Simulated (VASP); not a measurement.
Crystal: HfN.

```
Hf N
1.0
     3.21599    0.00000    0.00000
    -1.60800    2.78513    0.00000
     0.00000    0.00000   13.12614
Hf N
5 5
Direct
  0.00000 0.00000 0.00000
  0.33333 0.66667 0.20000
  0.00000 0.00000 0.40000
  0.33333 0.66667 0.60000
  0.66667 0.33333 0.80000
  0.66667 0.33333 0.10000
  0.66667 0.33333 0.30000
  0.66667 0.33333 0.50000
  0.00000 0.00000 0.70000
  0.33333 0.66667 0.90000
```

| Quantity | Value |
| --- | --- |
| Program | VASP 6.6.1 |
| Task | relaxation of cell and atoms |
| Functional | PBE |
| Potentials or basis | VASP PAW PBE potentials, release 64 (Hf_pv, N) |
| Cutoff | 600 eV |
| k mesh | 12 × 12 × 4 |
| Occupations | gaussian, width 0.1 eV |
| Spin | no spin polarisation |

At the start: pressure -2.1 GPa; volume 11.76 Å³/atom.

How do energy, volume and symmetry change on relaxing?

Over 12 steps the energy falls by 14.5 meV/atom and the volume is 11.67 Å³/atom (-0.7 %); space group P-3m1 (No. 164, to 0.1 Å) before and after.

The path:
| step | energy change (eV) | largest force (eV/Å) | pressure (GPa) | volume (Å³) |
| --- | --- | --- | --- | --- |
| 1 | 0.0000 | 1.0175 | -2.07 | 117.57 |
| 2 | -0.1051 | 0.3342 | 4.11 | 114.96 |
| 3 | -0.1135 | 0.3063 | 2.69 | 115.52 |
| 4 | -0.1218 | 0.1524 | -2.92 | 118.02 |
| 5 | -0.1334 | 0.1809 | -0.55 | 116.92 |
| 6 | -0.1413 | 0.0973 | -0.16 | 116.76 |
| 7 | -0.1433 | 0.1116 | 0.18 | 116.63 |
| 8 | -0.1450 | 0.0637 | -0.21 | 116.81 |
| 9 | -0.1450 | 0.0551 | -0.29 | 116.85 |
| 10 | -0.1451 | 0.0307 | 0.42 | 116.54 |
| 11 | -0.1453 | 0.0250 | 0.11 | 116.67 |
| 12 | -0.1455 | 0.0047 | -0.01 | 116.73 |

Final structure:
```xyz
10
Lattice="3.1792 0.0000 0.0000 -1.5896 2.7533 0.0000 0.0000 0.0000 13.3350" Properties=species:S:1:pos:R:3 pbc="T T T"
Hf   -1.5896    2.7533   13.3143
Hf    0.0000    1.8355    2.6408
Hf    0.0000    0.0000    5.3601
Hf    0.0000    1.8355    8.0217
Hf    1.5896    0.9178   10.6680
N     1.5896    0.9178    1.2522
N     1.5896    0.9178    4.0005
N     1.5896    0.9178    6.7487
N     0.0000    0.0000    9.3392
N     0.0000    1.8355   11.9967
```

Caveat: an odd number of electrons without spin polarisation forces a metal; a magnetic or distorted state may lie lower.
